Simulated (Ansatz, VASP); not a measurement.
One calculation of AlN, two programs

File INCAR:

```
SYSTEM = AlN
  PREC = Accurate
  ENCUT = 600
  EDIFF = 1E-6
  ISMEAR = 0
  SIGMA = 0.05
  LREAL = .FALSE.
  LASPH = .TRUE.
  NELM = 120
  ALGO = Normal
  ISIF = 2
  LWAVE = .FALSE.
  LCHARG = .FALSE.
  GGA = PS
  NBANDS = 16
  GGA_COMPAT = .FALSE.
```

Contents of KPOINTS:

```
regular mesh
0
G
  12 12 6
  0 0 0
```

File POSCAR:

```
AlN
1.0
    3.1136926464      0.0000000000      0.0000000000
   -1.5568463232      2.6965369313      0.0000000000
    0.0000000000      0.0000000000      4.9834165464
Al N
2 2
Direct
    0.3333333333      0.6666666667      0.0015080761
    0.6666666667      0.3333333333      0.5015080761
    0.3333333333      0.6666666667      0.3834919239
    0.6666666667      0.3333333333      0.8834919239
```

Input for Ansatz:

```yaml
crystal:
  lattice:
    - [3.1136926464, 0.0, 0.0]
    - [-1.5568463232, 2.6965369313, 0.0]
    - [0.0, 0.0, 4.9834165464]
  atoms:
    - { symbol: Al, position: [0.3333333333, 0.6666666667, 0.0015080761] }
    - { symbol: Al, position: [0.6666666667, 0.3333333333, 0.5015080761] }
    - { symbol: "N", position: [0.3333333333, 0.6666666667, 0.3834919239] }
    - { symbol: "N", position: [0.6666666667, 0.3333333333, 0.8834919239] }
basis:
  ecutwfc: 420
kpoints:
  mp_grid: { grid: [12, 12, 6] }
hamiltonian:
  xc: pbesol
scf:
  occupations: { method: gaussian, width: 0.05 }
output:
  forces: true
  stress: true
  eigenvalues: true
  write_density: true
  write_potential: true
  elf: true
  volumetric_format: npy
```

Alike in both runs: task single point; functional PBEsol; k mesh 12 × 12 × 6; occupations gaussian, width 0.05 eV; no spin polarisation.

|  | VASP | Ansatz |
| --- | --- | --- |
| version | VASP 6.6.1 | Ansatz 0.2.0 |
| potentials or method | VASP PAW PBE potentials, release 64 (Al, N), cutoff 600 eV | scalar-relativistic, plane waves, PAW |
| valence electrons in the cell | 16 | 16 |

```tsv
	VASP	Ansatz	Ansatz less VASP
gap on the k mesh at the Fermi level (eV)	4.11	4.10	-0.016
least direct gap on the mesh (eV)	4.11	4.10	-0.016
pressure (GPa)	-0.2	0.0	+0.20
```

VASP's potentials were made for PBE, not for PBEsol. The functional is the same, so the differences come from potentials, cutoffs and numerics.
